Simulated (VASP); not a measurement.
Input of a VASP 6.6.1 run:

Contents of INCAR:

```
SYSTEM = ZnSe
PREC     = Accurate       ! precision mode
ENCUT    = 520            ! plane-wave cutoff, eV
EDIFF    = 1E-6           ! SCF threshold, eV
ISMEAR   = -1             ! smearing method
SIGMA    = 0.02           ! smearing width, eV
LREAL    = .False.        ! projectors in reciprocal space
LASPH    = .True.         ! aspherical terms in the spheres
NELM     = 100            ! most SCF steps
ALGO     = Normal         ! electronic algorithm
ISIF     = 2              ! what is computed and relaxed
LWAVE    = .False.        ! write WAVECAR
LCHARG   = .True.         ! write CHGCAR
LDIPOL   = .True.       
IDIPOL   = 3            
DIPOL    = 0.5 0.5 0.500
GGA      = CA             ! functional
LELF     = .True.         ! ELF
LVHAR    = .True.       
LVACPOTAV= .True.       
NBANDS   = 36             ! bands
```

The input KPOINTS:

```
regular mesh
0
Gamma
  7 5 1
  0 0 0
```

The input POSCAR:

```
ZnSe
1.0
    3.9370274877      0.0000000000      0.0000000000
    0.0000000000      5.5677976685      0.0000000000
    0.0000000000      0.0000000000     19.9370000000
Zn Se
3 3
Direct
    0.2500000000      0.0841758336      0.4226181302
    0.7500000000      0.6669689217      0.5000000234
    0.2500000000      0.0841759727      0.5773818662
    0.7500000000      0.8779382358      0.3937943372
    0.2500000000      0.4088026170      0.4999999714
    0.7500000000      0.8779384193      0.6062056716
```

Potentials or basis: VASP PAW LDA potentials, release 64 (Zn, Se).

Launch:

```bash
$ cat potpaw_LDA.64/Zn/POTCAR potpaw_LDA.64/Se/POTCAR > POTCAR
$ mpirun -np 1 vasp_std > vasp.out
```

Problem. Estimate the band gap on the k mesh.

Solution. 1.92 eV, direct.

Problem. What does it give for the largest force?

Solution. 0.050 eV/Å.

Forces on the atoms (eV/Å):
```
Zn   0.000  0.007 -0.008
Zn   0.000 -0.008  0.000
Zn   0.000  0.007  0.008
Se   0.000 -0.016 -0.048
Se   0.000  0.026  0.000
Se   0.000 -0.016  0.048
```
